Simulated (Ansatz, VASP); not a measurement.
# Si8O in VASP and in Ansatz

INCAR

```
PREC     = Accurate       # precision mode
ENCUT    = 520            # plane-wave cutoff, eV
EDIFF    = 1E-6           # SCF threshold, eV
ISMEAR   = 0              # smearing method
SIGMA    = 0.05           # smearing width, eV
LREAL    = F              # projectors in reciprocal space
LASPH    = T              # aspherical terms in the spheres
NELM     = 150            # most SCF steps
ALGO     = Normal         # electronic algorithm
ISIF     = 2              # what is computed and relaxed
LWAVE    = F              # write WAVECAR
LCHARG   = F              # write CHGCAR
ISPIN    = 2              # spin polarisation
MAGMOM   = 0 0 0 0 0 0 0 0 2 # initial moments
LORBIT   = 11             # projections on sites
LDIPOL   = T            
IDIPOL   = 3            
DIPOL    = 0.5 0.5 0.311
GGA      = PE             # functional
IVDW     = 12             # dispersion correction
NBANDS   = 33             # bands
```

File KPOINTS:

```
Automatic mesh
0
Gamma
  7 4 1
```

Contents of POSCAR:

```
Si8O
1.0
    3.8155170209      0.0000000000      0.0000000000
    0.0000000000      6.3129357835      0.0000000000
    0.0000000000      0.0000000000     21.3318711348
Si O
8 1
Direct
    0.0000000000      0.9369021389      0.1875128522
    0.0000000000      0.5630978611      0.1875128522
    0.5000000000      0.4369021389      0.2391466205
    0.5000000000      0.0630978611      0.2391466205
    0.5000000000      0.9332664455      0.3430438269
    0.5000000000      0.5667335545      0.3430438269
    0.0000000000      0.4266292811      0.3858954089
    0.0000000000      0.0733707189      0.3858954089
    0.0000000000      1.0932959478      0.4890274777
```

Input for Ansatz:

```yaml
crystal:
  lattice:
    - [3.8155170209, 0.0, 0.0]
    - [0.0, 6.3129357835, 0.0]
    - [0.0, 0.0, 21.3318711348]
  atoms:
    - { symbol: Si, position: [0.0, 0.9369021389, 0.1875128522] }
    - { symbol: Si, position: [0.0, 0.5630978611, 0.1875128522] }
    - { symbol: Si, position: [0.5, 0.4369021389, 0.2391466205] }
    - { symbol: Si, position: [0.5, 0.0630978611, 0.2391466205] }
    - { symbol: Si, position: [0.5, 0.9332664455, 0.3430438269] }
    - { symbol: Si, position: [0.5, 0.5667335545, 0.3430438269] }
    - { symbol: Si, position: [0.0, 0.4266292811, 0.3858954089] }
    - { symbol: Si, position: [0.0, 0.0733707189, 0.3858954089] }
    - { symbol: O, position: [0.0, 1.0932959478, 0.4890274777], spin: 2.0 }
basis:
  ecutwfc: 420
kpoints:
  mp_grid: { grid: [7, 4, 1] }
hamiltonian:
  xc: pbe
  pseudopotentials: { kind: paw, azcp: { folder: soft_1 } }
  dispersion: d3bj
scf:
  occupations: { method: gaussian, width: 0.05 }
output:
  forces: true
  eigenvalues: true
  populations: true
  write_density: true
  write_potential: true
  elf: true
  volumetric_format: npy
magnetization:
  spin_polarized: true
efield:
  axis: 3
  dipole_correction: true
  ramp_width: 0.04
```

Alike in both runs: task single point; functional PBE; dispersion D3(BJ); k mesh 7 × 4 × 1; occupations gaussian, width 0.05 eV; collinear spin.

```csv
,VASP,Ansatz
version,VASP 6.6.1,Ansatz 0.2.0
potentials or method,"VASP PAW PBE potentials, release 64 (Si, O), cutoff 520 eV","scalar-relativistic, plane waves, PAW"
valence electrons in the cell,38,38
```

```tsv
	VASP	Ansatz	Ansatz less VASP
gap on the k mesh at the Fermi level (eV)	none	none	-
rms of the force components (eV/Å)	1.048	1.054	+0.0062
net moment per atom (μB)	0.08	0.08	0.000
size of the moment on the site where the two differ most (μB)	0.74	0.83	+0.091
```

Site moments also hang on the region over which each program counts them. Atom by atom the forces differ by 0.007 eV/Å (rms over components). A gap of «none» marks a metal or a gap that the smearing closes. Ansatz's warnings: xc potential rough in thin density.
